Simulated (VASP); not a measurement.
# Cu (P6_3/mmc) in VASP: further runs

The runs below take Cu through single point, with LDA, r2SCAN.

Everything below comes from runs of VASP 6.6.1. Logs are shortened: lines on timing, memory, paths and dates and some standing lists are left out, and cuts for length are marked.

### Step 1. The cell of the first run

The structure is hexagonal, space group P6_3/mmc (No. 194). The conventional cell has a = 2.548 Å, b = 2.548 Å, c = 8.317 Å, α = 90.00°, β = 90.00°, γ = 120.00°. Cu (site symmetry -6m2) has 12 Cu at 2.55 Å within 3.4 Å. Cu (site symmetry -3m) has 12 Cu at 2.55 Å within 3.4 Å.

This isn't the form of Cu at room conditions, which is fcc.

### Step 2. Single point, LDA

The input, INCAR:

```
ALGO = Normal
EDIFF = 1E-6
ENCUT = 820
GGA = CA
GGA_COMPAT = False
ISIF = 2
ISMEAR = -1
LASPH = True
LCHARG = False
LREAL = False
LWAVE = False
NBANDS = 46
NELM = 120
PREC = Accurate
SIGMA = 0.05
```

The input, KPOINTS:

```
k-points
0
Gamma
  12 12 4
```

The input, POSCAR:

```
Cu
1.0
    2.5475245418      0.0000000000      0.0000000000
   -1.2737622710      2.2062209700      0.0000000000
    0.0000000000      0.0000000000      8.3165306817
Cu
4
Direct
    0.6666666667      0.3333333333      0.7500000000
    0.0000000000      0.0000000000      0.5000000000
    0.3333333333      0.6666666667      0.2500000000
    0.0000000000      0.0000000000      0.0000000000
```

Potentials or basis: VASP PAW LDA potentials, release 64 (Cu_sv_GW).

Started as:

```console
$ cat potpaw_LDA.64/Cu_sv_GW/POTCAR > POTCAR
$ mpirun -np 1 vasp_std > vasp.out
```

OUTCAR:

```text
EDIFF = 1E-6
   ENCUT = 820
   GGA = CA
   ISIF = 2
   ISMEAR = -1
   LASPH = True
   LREAL = False
   NELM = 120
   PREC = Accurate

 ion  position               nearest neighbor table
   1  0.667  0.333  0.750-   2 2.55   4 2.55   2 2.55   4 2.55   2 2.55   4 2.55
   2  0.000  0.000  0.500-   1 2.55   3 2.55   1 2.55   3 2.55   1 2.55   3 2.55
   3  0.333  0.667  0.250-   2 2.55   4 2.55   2 2.55   4 2.55   2 2.55   4 2.55
   4  0.000  0.000  0.000-   1 2.55   3 2.55   1 2.55   3 2.55   1 2.55   3 2.55

  LATTYP: Found a hexagonal cell.
 ALAT       =     2.5475245418
 C/A-ratio  =     3.2645537051

  Lattice vectors:

 A1 = (   2.5475245418,   0.0000000000,   0.0000000000)
 A2 = (  -1.2737622710,   2.2062209700,   0.0000000000)
 A3 = (   0.0000000000,   0.0000000000,   8.3165306817)

Analysis of symmetry for initial positions (statically):
=====================================================================
 Subroutine PRICEL returns:
 Original cell was already a primitive cell.

 Routine SETGRP: Setting up the symmetry group for a
 hexagonal supercell.

 Subroutine GETGRP returns: Found 24 space group operations
 (whereof 12 operations were pure point group operations)
 out of a pool of 24 trial point group operations.

The static configuration has the point symmetry D_3d.
 The point group associated with its full space group is D_6h.

Analysis of symmetry for dynamics (positions and initial velocities):
=====================================================================
 Subroutine PRICEL returns:
 Original cell was already a primitive cell.

 Routine SETGRP: Setting up the symmetry group for a
 hexagonal supercell.

 Subroutine GETGRP returns: Found 24 space group operations
 (whereof 12 operations were pure point group operations)
 out of a pool of 24 trial point group operations.

The dynamic configuration has the point symmetry D_3d.
 The point group associated with its full space group is D_6h.

 Subroutine INISYM returns: Found 24 space group operations
 (whereof 12 operations are pure point group operations),
 and found     1 'primitive' translations

----------------------------------------------------------------------------------------

                                     Primitive cell

  volume of cell :      46.7422

  direct lattice vectors                    reciprocal lattice vectors
     2.547524542  0.000000000  0.000000000     0.392537926  0.226631877  0.000000000
[... 90 lines left out ...]
   EDIFF  = 0.1E-05   stopping-criterion for ELM
   LREAL  =      F    real-space projection
   EDIFFG = 0.1E-04   stopping-criterion for IOM
   NSW    =      0    number of steps for IOM
   IBRION =     -1    ionic relax: 0-MD 1-quasi-New 2-CG
   NFREE  =      0    steps in history (QN), initial steepest desc. (CG)
   ISIF   =      2    stress and relaxation
   ISYM   =      2    0-nonsym 1-usesym 2-fastsym
   POTIM  = 0.5000    time-step for ionic-motion
   TEBEG  =    0.0;   TEEND  =   0.0 temperature during run
   PSTRESS=    0.0 pullay stress
   NELECT =      76.0000    total number of electrons
   NUPDOWN=      -1.0000    fix difference up-down
   EMIN   =  10.00;   EMAX   =-10.00  energy-range for DOS
   EFERMI =   0.00;   METHOD = LEGACY
   ISMEAR =    -1;   SIGMA  =   0.05  broadening in eV -4-tet -1-fermi 0-gaus
   EFERMI_NEDOS =   21; number of points for ismear=-14 and -15
   IALGO  =     38    algorithm
   IMIX   =      4    mixing-type and parameters
     AMIX     =   0.40;   BMIX     =  1.00
     AMIX_MAG =   1.60;   BMIX_MAG =  1.00
  volume/ion in A,a.u.               =      11.69        78.86
  Fermi-wavevector in a.u.,A,eV,Ry     =   1.925054  3.637824 50.420899  3.705832
  Thomas-Fermi vector in A             =   2.958525
   LORBIT       =      0    0 simple, 1 ext, 2 COOP (PROOUT), +10 PAW based schemes
   GGA     = CA    functional components
   LHFCALC =     F    Hartree Fock is set to
   AEXX    =    0.0000 exact exchange contribution
   IVDW    =     0    specifies the selected vdW correction
   LEPSILON=     F    determine dielectric tensor
   LRPA    =     F    only Hartree local field effects (RPA)
 non-spin polarized calculation
  energy-cutoff  :      820.00
  volume of cell :       46.74
 maximum number of plane-waves:      2526
 NGX is ok and might be reduce to    24
   NGX = 11   NGY = 11   NGZ = 39

 number of electron      76.0000026 magnetization

 Free energy of the ion-electron system (eV)
  ---------------------------------------------------
  ext. energy  EPLUGINS =         0.00000000
  ---------------------------------------------------
  free energy    TOTEN  =       -19.31334622 eV

  energy without entropy =      -19.30032656  energy(sigma->0) =      -19.30683639

 E-fermi :   7.2329     XC(G=0): -13.8893

 val. band max:        7.2041781704   @ k =   0.4167   0.0833   0.5000
 cond. band min:       7.3584274255   @ k =   0.5000  -0.0000   0.5000
 fundamental gap:      0.1542492551
 Fermi energy:         7.2328827741

 k-point     1 :       0.0000    0.0000    0.0000
  band No.  band energies     occupation
      1    -104.2008      2.00000
      2    -104.1978      2.00000
      3    -104.1799      2.00000
      4    -104.1771      2.00000
      5     -62.2124      2.00000
      6     -62.1609      2.00000
[... 1165 lines left out ...]
     45      19.8536      0.00000
     46      20.6397      0.00000

 [... further k-points ...]

------------------------ aborting loop because EDIFF is reached ----------------------------------------

  FORCE on cell =-STRESS in cart. coord.  units (eV):
  Direction    XX          YY          ZZ          XY          YZ          ZX
  --------------------------------------------------------------------------------------
  -------------------------------------------------------------------------------------
  Total       -3.4971219     -3.4971219     -3.6547047      0.0000000      0.0000000      0.0000000
  in kB     -119.8703490   -119.8703490   -125.2717921      0.0000000      0.0000000      0.0000000
  external PRESSURE =    -121.6708300 kB  Pullay stress =       0.0000000 kB

 VOLUME and BASIS-vectors are now :
 -----------------------------------------------------------------------------
  energy-cutoff  :      820.00
  volume of cell :       46.74
      direct lattice vectors                 reciprocal lattice vectors
     2.547524542  0.000000000  0.000000000     0.392537926  0.226631877  0.000000000
    -1.273762271  2.206220970  0.000000000     0.000000000  0.453263754  0.000000000
     0.000000000  0.000000000  8.316530682     0.000000000  0.000000000  0.120242447

 POSITION                                       TOTAL-FORCE (eV/Angst)
 -----------------------------------------------------------------------------------
      1.27376      0.73541      6.23740        -0.000000     -0.000000      0.000000
      0.00000      0.00000      4.15827         0.000000      0.000000      0.000000
     -0.00000      1.47081      2.07913        -0.000000      0.000000     -0.000000
      0.00000      0.00000      0.00000         0.000000      0.000000      0.000000
 -----------------------------------------------------------------------------------
    total drift:                               -0.000000      0.000000     -0.000000

  FREE ENERGIE OF THE ION-ELECTRON SYSTEM (eV)
  ---------------------------------------------------
  free  energy   TOTEN  =       -19.3133462237 eV

  energy  without entropy=      -19.3003265585  energy(sigma->0) =      -19.30683639
```

OSZICAR:

```text
N       E                     dE             d eps       ncg     rms          rms(c)
DAV:   1     0.243101281773E+04    0.24310E+04   -0.53181E+04  7532   0.751E+03
DAV:   2     0.480345640870E+03   -0.19507E+04   -0.18924E+04  6878   0.168E+03
DAV:   3     0.220529069814E+02   -0.45829E+03   -0.42394E+03  9354   0.114E+03
DAV:   4    -0.183275578824E+02   -0.40380E+02   -0.38349E+02  9152   0.475E+02
DAV:   5    -0.228668832273E+02   -0.45393E+01   -0.45006E+01 10320   0.166E+02    0.167E+01
DAV:   6    -0.217490570462E+02    0.11178E+01   -0.44306E+01  8600   0.285E+02    0.114E+01
DAV:   7    -0.193199039946E+02    0.24292E+01   -0.12522E+01  7944   0.163E+02    0.312E+00
DAV:   8    -0.193244245998E+02   -0.45206E-02   -0.58902E-01  9608   0.223E+01    0.923E-01
DAV:   9    -0.193132708804E+02    0.11154E-01   -0.77935E-02  9080   0.133E+01    0.218E-01
DAV:  10    -0.193133885978E+02   -0.11772E-03   -0.76170E-03  8936   0.537E+00    0.134E-01
DAV:  11    -0.193133557805E+02    0.32817E-04   -0.13133E-03 10064   0.122E+00    0.405E-02
DAV:  12    -0.193133466885E+02    0.90920E-05   -0.11270E-04  9032   0.490E-01    0.144E-02
DAV:  13    -0.193133463256E+02    0.36288E-06   -0.13719E-05  7272   0.132E-01    0.555E-03
DAV:  14    -0.193133462237E+02    0.10185E-06   -0.98641E-07  3696   0.749E-02
   1 F= -.19313346E+02 E0= -.19306836E+02  d E =-.130197E-01
```

Run time: 5.1 min. Hardware: 1 thread of AMD EPYC 7R43 (Zen 3), shared host; peak memory 0.28 GiB.

What came out:

```yaml
Free_energy: -19.3133 eV
Pressure: -12.2 GPa
Band_gap_on_the_k_mesh: zero (bands 38 and 39 overlap by 5.18 eV)
```

Caveat: the cell stands under tension.

### Step 3. Single point, r2SCAN

This run uses another cell than the first one, of 11.00 Å³/atom.

The input, POSCAR:

```
Cu
1.0
    2.4965603200      0.0000000000      0.0000000000
   -1.2482801600      2.1620846592      0.0000000000
    0.0000000000      0.0000000000      8.1501552425
Cu
4
Direct
    0.6666666667      0.3333333333      0.7500000000
    0.0000000000      0.0000000000      0.5000000000
    0.3333333333      0.6666666667      0.2500000000
    0.0000000000      0.0000000000      0.0000000000
```

The input, INCAR.step1:

```
PREC     = Accurate       # precision mode
ENCUT    = 900            # plane-wave cutoff, eV
ISMEAR   = -1             # smearing method
SIGMA    = 0.05           # smearing width, eV
LREAL    = F              # projectors in reciprocal space
LASPH    = T              # aspherical terms in the spheres
NELM     = 120            # most SCF steps
NBANDS   = 46             # bands
GGA      = PE             # functional
ALGO     = Normal         # electronic algorithm
EDIFF    = 1E-5           # SCF threshold, eV
LWAVE    = T              # write WAVECAR
LCHARG   = F              # write CHGCAR
GGA_COMPAT= F
```

The input, INCAR.step2:

```
PREC     = Accurate       # precision mode
ENCUT    = 900            # plane-wave cutoff, eV
EDIFF    = 1E-6           # SCF threshold, eV
ISMEAR   = -1             # smearing method
SIGMA    = 0.05           # smearing width, eV
LREAL    = F              # projectors in reciprocal space
LASPH    = T              # aspherical terms in the spheres
NELM     = 120            # most SCF steps
ALGO     = Normal         # electronic algorithm
ISIF     = 2              # what is computed and relaxed
LWAVE    = F              # write WAVECAR
LCHARG   = F              # write CHGCAR
METAGGA  = R2SCAN         # meta-GGA
LMIXTAU  = T            
NBANDS   = 46             # bands
ISTART   = 1            
GGA_COMPAT= F
```

The input, KPOINTS:

```
regular mesh
0
Gamma
  12 12 4
```

Potentials or basis: VASP PAW PBE potentials, release 64 (Cu_sv_GW).

Started as:

```console
$ cat potpaw_PBE.64/Cu_sv_GW/POTCAR > POTCAR
$ cp INCAR.step1 INCAR
$ mpirun -np 1 vasp_std > vasp.out
$ cp INCAR.step2 INCAR
$ mpirun -np 1 vasp_std > vasp.out
```

Run time: 9.5 min. Hardware: 1 thread of AMD EPYC 9R45 (Zen 5), shared host; peak memory 0.33 GiB.

It converged, with:

```
Free energy            : -43.5725 eV
Pressure               : 6.5 GPa
Band gap on the k mesh : zero (bands 38 and 39 overlap by 5.51 eV)
```

Stress tensor (GPa, compression positive):
```
6.70 0.00 0.00
0.00 6.70 0.00
0.00 0.00 6.15
```

Levels at points of the mesh, in eV from the Fermi level:
| k point | band 34 | band 35 | band 36 | band 37 | band 38 | band 39 | band 40 | band 41 | band 42 | band 43 |
| --- | --- | --- | --- | --- | --- | --- | --- | --- | --- | --- |
| (0.00, 0.00, 0.00) | -2.22 | -2.22 | -2.04 | -2.04 | -1.71 | -1.71 | -1.25 | 4.45 | 13.67 | 13.68 |
| (0.50, 0.00, 0.00) | -1.56 | -1.55 | -1.53 | -0.76 | 0.35 | 1.13 | 1.77 | 5.29 | 5.31 | 9.28 |
| (0.00, 0.00, 0.50) | -2.37 | -2.37 | -2.37 | -1.85 | -1.85 | -1.85 | -1.85 | 7.73 | 7.73 | 20.47 |
| (0.50, 0.00, 0.50) | -1.65 | -1.56 | -1.56 | 0.06 | 0.06 | 1.53 | 1.53 | 5.78 | 5.78 | 7.78 |

Caveat: the cell stands under pressure; the PAW data sets were made with another functional, which shifts forces and pressure a little.

### Step 4. Single point, LDA

This run uses another cell than the first one, of 11.00 Å³/atom.

The input, INCAR:

```
SYSTEM = Cu
PREC = Accurate
ENCUT = 820
EDIFF = 1E-6
ISMEAR = -1
SIGMA = 0.05
LREAL = .FALSE.
LASPH = .TRUE.
NELM = 120
ALGO = Normal
ISIF = 2
LWAVE = .FALSE.
LCHARG = .FALSE.
GGA = CA
NBANDS = 46
GGA_COMPAT = .FALSE.
```

The input, KPOINTS:

```
regular mesh
0
G
  12 12 4
  0 0 0
```

POSCAR is that of step 3.

Potentials or basis: VASP PAW LDA potentials, release 64 (Cu_sv_GW).

Started as:

```console
$ cat potpaw_LDA.64/Cu_sv_GW/POTCAR > POTCAR
$ mpirun -np 1 vasp_std > vasp.out
```

It took 4.3 min on 1 thread of Intel Xeon Platinum 8259CL at 2.50GHz (Skylake/Cascade Lake), shared host; peak memory 0.3 GiB.

The run converged. Its results:

```yaml
Free_energy: -19.4168 eV
Pressure: -2.9 GPa
Band_gap_on_the_k_mesh: zero (bands 38 and 39 overlap by 5.37 eV)
```

Stress tensor (GPa, compression positive):
```
-2.73  0.00  0.00
 0.00 -2.73  0.00
 0.00  0.00 -3.23
```

Levels at points of the mesh, in eV from the Fermi level:
```tsv
k point	band 36	band 37	band 38	band 39	band 40	band 41
(0.00, 0.00, 0.00)	-1.98	-1.98	-1.65	-1.65	-1.16	4.18
(0.50, 0.00, 0.00)	-1.48	-0.70	0.35	1.09	1.67	4.99
(0.00, 0.00, 0.50)	-2.30	-1.79	-1.79	-1.79	-1.79	7.37
(0.50, 0.00, 0.50)	-1.51	0.08	0.08	1.45	1.45	5.47
```

### Step 5. Overview

| level | potentials or basis | cell | cutoff (eV) | gap on the mesh (eV) | pressure (GPa) |
| --- | --- | --- | --- | --- | --- |
| LDA | VASP PAW LDA potentials, release 64 (Cu_sv_GW) | a = 2.548, b = 2.548, c = 8.317 Å, angles 90.0, 90.0, 120.0°, 4 atoms | 820 | none | -12.2 |
| r2SCAN | VASP PAW PBE potentials, release 64 (Cu_sv_GW) | a = 2.497, b = 2.497, c = 8.150 Å, angles 90.0, 90.0, 120.0°, 4 atoms | 900 | none | 6.5 |
| LDA | VASP PAW LDA potentials, release 64 (Cu_sv_GW) | a = 2.497, b = 2.497, c = 8.150 Å, angles 90.0, 90.0, 120.0°, 4 atoms | 820 | none | -2.9 |

Alike in all rows: task single point; no spin polarisation; k mesh 12 × 12 × 4; smearing fermi-dirac 0.05 eV.

Caveats: the cell stands under tension (at least some runs); the cell stands under pressure (at least some runs); the PAW data sets were made with another functional, which shifts forces and pressure a little (at least some runs).

Absolute energies hang on the potentials; compare differences alone.

The gap in the log of VASP goes by the Fermi energy; the results here count the filled bands.